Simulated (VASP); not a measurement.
In:

```
In
1.0
    -1.86968    1.86968    1.86968
     1.86968   -1.86968    1.86968
     1.86968    1.86968   -1.86968
In
1
Direct
  0.00000 0.00000 0.00000
```

```yaml
Program: VASP 6.6.1
Task: relaxation of cell and atoms
Functional: RPBE
Potentials_or_basis: VASP PAW PBE potentials, release 64 (In_d)
Cutoff: 600 eV
k_mesh: 12 × 12 × 12
Occupations: fermi-dirac, width 0.1 eV
Spin: no spin polarisation
```

At the start: pressure 4.2 GPa; volume 26.14 Å³/atom.

Task: How do energy, volume and symmetry change on relaxing?

Result: Over 3 steps the energy falls by 35.4 meV/atom and the volume is 29.18 Å³/atom (+11.6 %); space group Im-3m (No. 229, to 0.05 Å).

Step by step:
```
step  energy change (eV)  largest force (eV/Å)  pressure (GPa)  volume (Å³)
   1              0.0000                0.0000            4.23        26.14
   2             -0.0351                0.0000            0.32        28.84
   3             -0.0354                0.0000           -0.03        29.18
```

Final structure:
```
In
1.0
    -1.93936    1.93936    1.93936
     1.93936   -1.93936    1.93936
     1.93936    1.93936   -1.93936
In
1
Direct
  0.00000 0.00000 0.00000
```

Caveat: the PAW data sets were made with another functional, which shifts forces and pressure a little.
